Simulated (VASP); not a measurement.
# Ni (Fm-3m) in VASP: a series of runs, part 2 of 2

VASP 6.6.1.

## Step 4: Single point, PBE, collinear spin, ferromagnetic start (volume scaled by 0.975)

Input file INCAR:

```
PREC     = Accurate       # precision mode
ENCUT    = 520            # plane-wave cutoff, eV
EDIFF    = 1E-6           # SCF threshold, eV
ISMEAR   = -1             # smearing method
SIGMA    = 0.05           # smearing width, eV
LREAL    = F              # projectors in reciprocal space
LASPH    = T              # aspherical terms in the spheres
NELM     = 150            # most SCF steps
ALGO     = Normal         # electronic algorithm
ISIF     = 2              # what is computed and relaxed
LWAVE    = F              # write WAVECAR
LCHARG   = F              # write CHGCAR
ISPIN    = 2              # spin polarisation
MAGMOM   = 1.5            # initial moments
LORBIT   = 11             # projections on sites
LMAXMIX  = 4              # l up to which the mixer works
GGA      = PE             # functional
NBANDS   = 15             # bands
```

Input file KPOINTS:

```
regular mesh
0
Gamma
  20 20 20
```

Input file POSCAR:

```
Ni
1.0
    0.0000000000      1.7530925749      1.7530925749
    1.7530925749      0.0000000000      1.7530925749
    1.7530925749      1.7530925749      0.0000000000
Ni
1
Direct
    0.0000000000      0.0000000000      0.0000000000
```

Potentials or basis: VASP PAW PBE potentials, release 64 (Ni).

Launch:

```bash
cat potpaw_PBE.64/Ni/POTCAR > POTCAR
mpirun -np 1 vasp_std > vasp.out
```

OUTCAR:

```text
PREC = Accurate
   ENCUT = 520
   EDIFF = 1E-6
   ISMEAR = -1
   LREAL = F
   LASPH = T
   NELM = 150
   ISIF = 2
   ISPIN = 2
   LORBIT = 11
   GGA = PE

 ion  position               nearest neighbor table
   1  0.000  0.000  0.000-

  LATTYP: Found a face centered cubic cell.
 ALAT       =     3.5061851498

  Lattice vectors:

 A1 = (   0.0000000000,   1.7530925749,   1.7530925749)
 A2 = (   1.7530925749,   0.0000000000,   1.7530925749)
 A3 = (   1.7530925749,   1.7530925749,   0.0000000000)

Analysis of symmetry for initial positions (statically):
=====================================================================
 Subroutine PRICEL returns:
 Original cell was already a primitive cell.

 Routine SETGRP: Setting up the symmetry group for a
 face centered cubic supercell.

 Subroutine GETGRP returns: Found 48 space group operations
 (whereof 48 operations were pure point group operations)
 out of a pool of 48 trial point group operations.

The static configuration has the point symmetry O_h .

Analysis of symmetry for dynamics (positions and initial velocities):
=====================================================================
 Subroutine PRICEL returns:
 Original cell was already a primitive cell.

 Routine SETGRP: Setting up the symmetry group for a
 face centered cubic supercell.

 Subroutine GETGRP returns: Found 48 space group operations
 (whereof 48 operations were pure point group operations)
 out of a pool of 48 trial point group operations.

The dynamic configuration has the point symmetry O_h .

Analysis of structural, dynamic, and magnetic symmetry:
=====================================================================
 Subroutine PRICEL returns:
 Original cell was already a primitive cell.

 Routine SETGRP: Setting up the symmetry group for a
 face centered cubic supercell.

 Subroutine GETGRP returns: Found 48 space group operations
 (whereof 48 operations were pure point group operations)
 out of a pool of 48 trial point group operations.

The overall configuration has the point symmetry O_h .

 Subroutine INISYM returns: Found 48 space group operations
 (whereof 48 operations are pure point group operations),
 and found     1 'primitive' translations

[... 153 lines left out ...]
      4       7.0538      1.00000
      5       8.2455      1.00000
      6       8.2455      1.00000
      7      33.3195      0.00000
      8      37.2549      0.00000
      9      37.2549      0.00000
     10      37.2549      0.00000
     11      40.2250      0.00000
     12      40.2250      0.00000
     13      40.2250      0.00000
     14      43.1670      0.00000
[... 403 lines left out ...]
      4       7.3158      1.00000
      5       8.5826      1.00000
      6       8.9366      0.99999
      7      18.7318      0.00000
      8      31.3054      0.00000
      9      33.6993      0.00000
     10      35.6089      0.00000
     11      37.5687      0.00000
     12      39.4202      0.00000
     13      43.6888      0.00000
     14      50.4056      0.00000
     15      51.9589      0.00000

 [... further k-points ...]

 spin component 2

 k-point     1 :       0.0000    0.0000    0.0000
  band No.  band energies     occupation
      1       0.4016      1.00000
      2       7.8061      1.00000
      3       7.8061      1.00000
      4       7.8061      1.00000
      5       8.8326      1.00000
      6       8.8326      1.00000
      7      33.1580      0.00000
      8      37.2354      0.00000
      9      37.2354      0.00000
     10      37.2354      0.00000
     11      40.3269      0.00000
     12      40.3269      0.00000
     13      40.3269      0.00000
     14      43.0443      0.00000
[... 403 lines left out ...]
      4       7.8272      1.00000
      5       9.3121      0.98196
      6       9.6299      0.08637
      7      18.9771      0.00000
      8      31.2707      0.00000
      9      33.7026      0.00000
     10      35.7133      0.00000
     11      37.5988      0.00000
     12      39.4409      0.00000
     13      43.7526      0.00000
     14      50.4804      0.00000
     15      52.2019      0.00000

 [... further k-points ...]
[... 5 lines left out ...]
  --------------------------------------------------------------------------------------
  -------------------------------------------------------------------------------------
  Total        0.1433222      0.1433222      0.1433222      0.0000000     -0.0000000     -0.0000000
  in kB       21.3098084     21.3098084     21.3098084      0.0000000     -0.0000000     -0.0000000
  external PRESSURE =      21.3098084 kB  Pullay stress =       0.0000000 kB

 VOLUME and BASIS-vectors are now :
 -----------------------------------------------------------------------------
  energy-cutoff  :      520.00
  volume of cell :       10.78
      direct lattice vectors                 reciprocal lattice vectors
     0.000000000  1.753092575  1.753092575    -0.285210266  0.285210266  0.285210266
     1.753092575  0.000000000  1.753092575     0.285210266 -0.285210266  0.285210266
     1.753092575  1.753092575  0.000000000     0.285210266  0.285210266 -0.285210266

 POSITION                                       TOTAL-FORCE (eV/Angst)
 -----------------------------------------------------------------------------------
      0.00000      0.00000      0.00000         0.000000      0.000000      0.000000
 -----------------------------------------------------------------------------------
    total drift:                                0.000000     -0.000000     -0.000000

  FREE ENERGIE OF THE ION-ELECTRON SYSTEM (eV)
  ---------------------------------------------------
  free  energy   TOTEN  =        -5.4771752763 eV

  energy  without entropy=       -5.4632016000  energy(sigma->0) =       -5.47018844

 total charge

# of ion       s       p       d       tot
------------------------------------------
    1        0.502   0.507   8.319   9.327

 magnetization (x)

# of ion       s       p       d       tot
------------------------------------------
    1       -0.006  -0.025   0.669   0.637
```

OSZICAR:

```text
N       E                     dE             d eps       ncg     rms          rms(c)
DAV:   1     0.334098390687E+02    0.33410E+02   -0.42080E+03 16319   0.860E+02
DAV:   2    -0.499760370275E+01   -0.38407E+02   -0.35485E+02 17572   0.163E+02
DAV:   3    -0.643781952039E+01   -0.14402E+01   -0.14314E+01 18888   0.309E+01
DAV:   4    -0.644645314170E+01   -0.86336E-02   -0.86327E-02 18690   0.228E+00
DAV:   5    -0.644655403016E+01   -0.10089E-03   -0.10089E-03 19288   0.220E-01    0.104E+01
DAV:   6    -0.582028820909E+01    0.62627E+00   -0.12978E+01 22283   0.407E+01    0.600E+00
DAV:   7    -0.549394372778E+01    0.32634E+00   -0.23624E+00 20380   0.152E+01    0.188E+00
DAV:   8    -0.548071223621E+01    0.13231E-01   -0.20901E-02 18841   0.934E-01    0.971E-01
DAV:   9    -0.547781560989E+01    0.28966E-02   -0.20543E-03 25159   0.276E-01    0.297E-01
DAV:  10    -0.547717614724E+01    0.63946E-03   -0.83449E-04 24371   0.164E-01    0.360E-02
DAV:  11    -0.547717431833E+01    0.18289E-05   -0.18209E-05 22837   0.268E-02    0.265E-02
DAV:  12    -0.547717548791E+01   -0.11696E-05   -0.17607E-06 16404   0.760E-03    0.632E-03
DAV:  13    -0.547717527627E+01    0.21164E-06   -0.17046E-07 12566   0.482E-03
   1 F= -.54771753E+01 E0= -.54701884E+01  d E =-.139737E-01  mag=     0.6259
```

Wall time 31 s (1 thread of Intel Xeon 6975P-C (Granite Rapids), shared host); peak memory 0.17 GiB.

What came out:

```yaml
Free_energy: -5.4772 eV
Pressure: 2.1 GPa
Net_moment: 0.63 μB per cell
Site_moments: Ni +0.64 μB
Valence_electrons_inside_the_program's_atomic_spheres: Ni 9.33
```

## Step 5: Overview

```tsv
cell	gap on the mesh (eV)	pressure (GPa)	moment (μB)
a = 2.533 Å, angles 60.0°, 1 atom	none	-9.3	0.64
a = 2.458 Å, angles 60.0°, 1 atom	none	7.8	0.62
a = 2.479 Å, angles 60.0°, 1 atom	none	2.1	0.63
```

Alike in all rows: task single point; level PBE; potentials or basis VASP PAW PBE potentials, release 64 (Ni); spin collinear, ferromagnetic start; k mesh 20 × 20 × 20; cutoff (eV) 520; smearing fermi-dirac 0.05 eV.

Absolute energies hang on the potentials; compare differences alone.
